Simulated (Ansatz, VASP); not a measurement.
## P: VASP beside Ansatz

```
CELL_PARAMETERS angstrom
4.14472 0.00000 0.00000
0.00000 4.14472 0.00000
0.00000 0.00000 4.37800
ATOMIC_POSITIONS crystal
P 0.00000 0.00000 0.00000
```

Change from the starting cell: strain -0.030 along x and y, +0.000 along z, atoms carried along.

Alike in both runs: task single point; functional r2SCAN; k mesh 12 × 12 × 12; occupations gaussian, width 0.15 eV; no spin polarisation.

|  | VASP | Ansatz |
| --- | --- | --- |
| version | VASP 6.6.1 | Ansatz 0.2.0 |
| potentials or method | VASP PAW PBE potentials, release 64 (P), cutoff 520 eV | scalar-relativistic, plane waves, PAW |
| valence electrons in the cell | 5 | 5 |

|  | VASP | Ansatz | Ansatz less VASP |
| --- | --- | --- | --- |
| gap on the k mesh at the Fermi level (eV) | none | none | - |
| pressure (GPa) | -4.5 | -4.5 | +0.01 |
| traceless stress, the component that is largest in VASP (GPa) | 0.66 | 0.66 | +0.001 |

VASP's potentials were made for PBE, not for r2SCAN. A gap of «none» marks a metal or a gap that the smearing closes.
